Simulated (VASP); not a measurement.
Set up this calculation in VASP 6.6.1, as the native input.

```
Task                   : single point
Functional             : PBEsol
Potentials or basis    : VASP PAW PBE potentials, release 64 (B)
Cutoff                 : 520 eV
k mesh                 : 21 × 21 × 21
Occupations            : fermi-dirac, width 0.1 eV
Spin                   : no spin polarisation
Dipole correction      : no
Further INCAR settings : ALGO = Normal; EDIFF = 1e-07; NBANDS = 8
```

The structure of B lies in POSCAR:

```
B
1.0
    0.0000000000      1.4467418634      1.4467418634
    1.4467418634      0.0000000000      1.4467418634
    1.4467418634      1.4467418634      0.0000000000
B
1
Direct
    0.0000000000      0.0000000000      0.0000000000
```

This cell differs from its parent crystal: volume scaled by 1.04.

The input as run:

INCAR

```
SYSTEM = B
  PREC = Accurate
  ENCUT = 520
  EDIFF = 1E-7
  ISMEAR = -1
  SIGMA = 0.1
  LREAL = .False.
  LASPH = .True.
  NELM = 80
  ALGO = Normal
  ISIF = 2
  LWAVE = .False.
  LCHARG = .False.
  GGA = PS
  NBANDS = 8
```

KPOINTS

```
Automatic mesh
0
Gamma
  21 21 21
  0 0 0
```

Potentials or basis: VASP PAW PBE potentials, release 64 (B).

The run is started by

```bash
$ cat potpaw_PBE.64/B/POTCAR > POTCAR
$ mpirun -np 1 vasp_std > vasp.out
```

Results of the run:

The pressure is -9.8 GPa.

Caveat: the PAW data sets were made with another functional, which shifts forces and pressure a little.

Run time: 7.6 s on 1 thread of Intel(R) Xeon(R) Platinum 8488C (Sapphire Rapids), with other jobs on the host, peak memory 0.11 GiB.
